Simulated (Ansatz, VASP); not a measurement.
**One calculation of SnTe, two programs**

```
Sn Te
1.0
     0.00000    3.17740    3.17740
     3.17740    0.00000    3.17740
     3.17740    3.17740    0.00000
Sn Te
1 1
Direct
  0.00000 0.00000 0.00000
  0.50000 0.50000 0.50000
```

Change from the starting cell: volume scaled by 1.02, PAW files.

Alike in both runs: task electric field gradients; functional LDA; k mesh 11 × 11 × 11; occupations fermi-dirac, width 0.08 eV; no spin polarisation.

|  | VASP | Ansatz |
| --- | --- | --- |
| version | VASP 6.6.1 | Ansatz 0.2.0 |
| potentials or method | VASP PAW LDA potentials, release 64 (Sn_d, Te) | PAW with Ansatz's default frozen-core files, scalar-relativistic |
| plane-wave cutoff (eV) | 520 | 420 |
| valence electrons in the cell | 20 | 30 |

|  | VASP | Ansatz | Ansatz less VASP |
| --- | --- | --- | --- |
| pressure (GPa) | -2.5 | -2.5 | -0.05 |

LDA's correlation is that of Perdew and Zunger in VASP and of Perdew and Wang (1992) in Ansatz. VASP's potentials hold 20 valence electrons a cell and Ansatz's 30, so a difference there can come from the potentials and not from the codes.

Spin-orbit coupling is off throughout.
